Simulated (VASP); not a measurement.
Here is a VASP 6.6.1 calculation.

INCAR

```
PREC = Accurate
ENCUT = 520
EDIFF = 1E-7
ISMEAR = -1
SIGMA = 0.02
LREAL = F
LASPH = T
NELM = 150
ALGO = Normal
ISIF = 2
LWAVE = F
LCHARG = F
ISPIN = 2
MAGMOM = 1 1
LORBIT = 11
GGA = PS
NBANDS = 17
```

The input KPOINTS:

```
regular mesh
0
Gamma
  1 1 1
```

File POSCAR:

```
O
1.0
    9.0000000000      0.0000000000      0.0000000000
    0.0000000000      9.5000000000      0.0000000000
    0.0000000000      0.0000000000     10.0000000000
O
2
Direct
    0.5000000000      0.5000000000      0.4394967706
    0.5000000000      0.5000000000      0.5605032294
```

Potentials or basis: VASP PAW PBE potentials, release 64 (O).

The run is started by

```sh
$ cat potpaw_PBE.64/O/POTCAR > POTCAR
$ mpirun -np 1 vasp_gam > vasp.out
```

Task: What does it give for the gap between the frontier levels?

Result: 2.26 eV.

Task: Predict the largest force.

Result: 1.377 eV/Å.

Task: What does it give for the net moment?

Result: 2.00 μB per cell.

Forces in eV/Å, atoms in the order of the input:
```
O    0.000  0.000 -1.377
O    0.000  0.000  1.377
```

Caveat: the standard files for N, O and F lose accuracy on very short bonds; the PAW data sets were made with another functional, which shifts forces and pressure a little.
